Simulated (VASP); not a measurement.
# GeCl5: relaxation of cell and atoms with PBE

Crystal: GeCl5.

```
Ge Cl
1.0
     4.70906    0.00000    0.00000
     0.00000    4.70906    0.00000
     0.00000    0.00000    6.92018
Ge Cl
1 5
Direct
  0.50000 0.50000 0.00000
  0.00000 0.50000 0.20582
  0.50000 0.00000 0.20582
  0.00000 0.50000 0.79418
  0.50000 0.00000 0.79418
  0.00000 0.00000 0.50000
```

The cell was generated, and may not be a known phase.

* Program: VASP 6.6.1
* Task: relaxation of cell and atoms
* Functional: PBE
* Potentials or basis: VASP PAW PBE potentials, release 64 (Ge_d, Cl)
* Cutoff: 600 eV
* k mesh: 4 × 4 × 4
* Occupations: gaussian, width 0.1 eV
* Spin: no spin polarisation
* Dipole correction: no
* Further INCAR settings: ALGO = Fast; EDIFF = 1e-06; IBRION = 2; EDIFFG = -0.04; NSW = 90; ISIF = 3

```
Relaxed volume                        : 27.76 Å³/atom
Relaxed cell                          : a = 4.921 Å, b = 4.921 Å, c = 6.879 Å, α = 90.00°, β = 90.00°, γ = 90.00°
Space group after relaxing (to 0.1 Å) : P4/mmm (No. 123)
Energy gained by relaxing             : 16.1 meV/atom
Ionic steps                           : 18
Pressure after relaxing               : 0.1 GPa
Largest force after relaxing          : 0.016 eV/Å
Band gap on the k mesh                : zero (an odd number of electrons rules out a gap without spin polarisation)
```

Forces in eV/Å, atoms in the order of the input:
```
Ge   0.000  0.000  0.000
Cl   0.000  0.000  0.016
Cl   0.000  0.000  0.016
Cl   0.000  0.000 -0.016
Cl   0.000  0.000 -0.016
Cl   0.000  0.000  0.000
```

Stress tensor (GPa, compression positive):
```
 0.19  0.00  0.00
 0.00  0.19  0.00
 0.00  0.00 -0.11
```

The path:
| step | energy change (eV) | largest force (eV/Å) | pressure (GPa) | volume (Å³) |
| --- | --- | --- | --- | --- |
| 1 | 0.0000 | 0.0064 | 0.63 | 153.46 |
| 2 | -0.0088 | 0.0462 | 0.29 | 155.69 |
| 3 | -0.0147 | 0.1213 | -0.32 | 159.72 |
| 4 | -0.0217 | 0.1442 | -0.35 | 160.56 |
| 5 | -0.0409 | 0.2060 | -0.67 | 163.03 |
| 6 | -0.0376 | 0.2497 | -1.25 | 167.86 |
| 7 | -0.0474 | 0.2362 | -0.93 | 164.98 |
| 8 | -0.0578 | 0.2182 | -0.79 | 164.49 |
| 9 | -0.0686 | 0.1742 | -0.52 | 163.66 |
| 10 | -0.0565 | 0.0016 | 0.13 | 161.92 |
| 11 | -0.0700 | 0.1448 | -0.40 | 163.25 |
| 12 | -0.0748 | 0.1303 | -0.23 | 162.53 |
| 13 | -0.0814 | 0.0832 | 0.26 | 160.37 |
| 14 | -0.0839 | 0.0835 | 0.21 | 160.90 |
| 15 | -0.0893 | 0.0893 | 0.07 | 162.49 |
| 16 | -0.0924 | 0.0947 | -0.20 | 165.69 |
| 17 | -0.0945 | 0.0725 | -0.14 | 165.91 |
| 18 | -0.0968 | 0.0162 | 0.09 | 166.56 |

Final structure:
```xyz
6
Lattice="4.9207 0.0000 0.0000 0.0000 4.9207 0.0000 0.0000 0.0000 6.8787" Properties=species:S:1:pos:R:3 pbc="T T T"
Ge    2.4603    2.4603    0.0000
Cl    4.9207    2.4603    1.2872
Cl    2.4603    0.0000    1.2872
Cl    0.0000    2.4603    5.5915
Cl    2.4603    0.0000    5.5915
Cl    4.9207    0.0000    3.4394
```

Levels at points of the mesh, in eV from the Fermi level:
| k point | band 21 | band 22 | band 23 | band 24 | band 25 | band 26 | band 27 | band 28 | band 29 |
| --- | --- | --- | --- | --- | --- | --- | --- | --- | --- |
| (0.00, 0.00, 0.00) | -0.80 | -0.80 | -0.71 | -0.71 | 0.08 | 0.13 | 2.11 | 4.81 | 4.81 |
| (0.50, 0.00, 0.00) | -0.86 | -0.73 | -0.72 | -0.54 | -0.18 | 0.34 | 3.67 | 3.91 | 4.70 |
| (0.50, 0.50, 0.00) | -0.90 | -0.37 | -0.36 | -0.14 | -0.14 | -0.14 | 3.21 | 3.21 | 5.14 |
| (0.00, 0.00, 0.50) | -1.33 | -0.88 | -0.69 | -0.24 | -0.24 | -0.22 | 2.00 | 4.79 | 4.79 |
| (0.50, 0.00, 0.50) | -1.33 | -0.71 | -0.50 | -0.40 | -0.30 | 0.41 | 3.72 | 3.87 | 4.78 |
| (0.50, 0.50, 0.50) | -1.00 | -0.58 | -0.39 | -0.29 | 0.42 | 0.42 | 3.21 | 3.21 | 5.12 |

Run time: 27 min on 1 thread of Oxide Virtual Turin-like Processor, on a shared host, peak memory 0.31 GiB.

Caveat: an odd number of electrons without spin polarisation forces a metal; a magnetic or distorted state may lie lower.
